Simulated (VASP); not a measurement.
Wanted: the native input for a VASP 6.6.1 run.

* Task: relaxation of cell and atoms
* Functional: PBE
* Potentials or basis: VASP PAW PBE potentials, release 64 (Zn, Cu)
* Cutoff: 600 eV
* k mesh: 11 × 11 × 11
* Occupations: fermi-dirac, width 0.1 eV
* Spin: no spin polarisation
* Dipole correction: no
* Further INCAR settings: ALGO = Normal; EDIFF = 1e-07; IBRION = 2; EDIFFG = -0.01; NSW = 80; ISIF = 3

The structure of ZnCu lies in POSCAR:

```
ZnCu
1.0
    2.9450000000      0.0000000000      0.0000000000
    0.0000000000      2.9450000000      0.0000000000
    0.0000000000      0.0000000000      2.9450000000
Zn Cu
1 1
Direct
    0.5000000000      0.5000000000      0.5000000000
    0.0000000000      0.0000000000      0.0000000000
```

The input as run:

INCAR

```
PREC = Accurate
ENCUT = 600
EDIFF = 1E-7
ISMEAR = -1
SIGMA = 0.1
LREAL = F
LASPH = T
NELM = 60
ALGO = Normal
ISIF = 3
LWAVE = F
LCHARG = F
GGA = PE
IBRION = 2
NSW = 80
EDIFFG = -0.01
```

KPOINTS

```
regular mesh
0
Gamma
  11 11 11
```

Potentials or basis: VASP PAW PBE potentials, release 64 (Zn, Cu).

Launch:

```sh
$ cat potpaw_PBE.64/Zn/POTCAR potpaw_PBE.64/Cu/POTCAR > POTCAR
$ mpirun -np 1 vasp_std > vasp.out
```

Results of the run:

| Property | Result |
| --- | --- |
| Relaxed volume | 13.07 Å³/atom |
| Relaxed cell | a = 2.968 Å, b = 2.968 Å, c = 2.968 Å, α = 90.00°, β = 90.00°, γ = 90.00° |
| Space group after relaxing (to 0.05 Å) | Pm-3m (No. 221) |
| Energy gained by relaxing | 2.5 meV/atom |
| Ionic steps | 3 |
| Pressure after relaxing | 0.0 GPa |

Wall time 33 s on 1 thread of Intel(R) Xeon(R) Platinum 8488C (Sapphire Rapids) (shared host), peak memory 0.16 GiB.
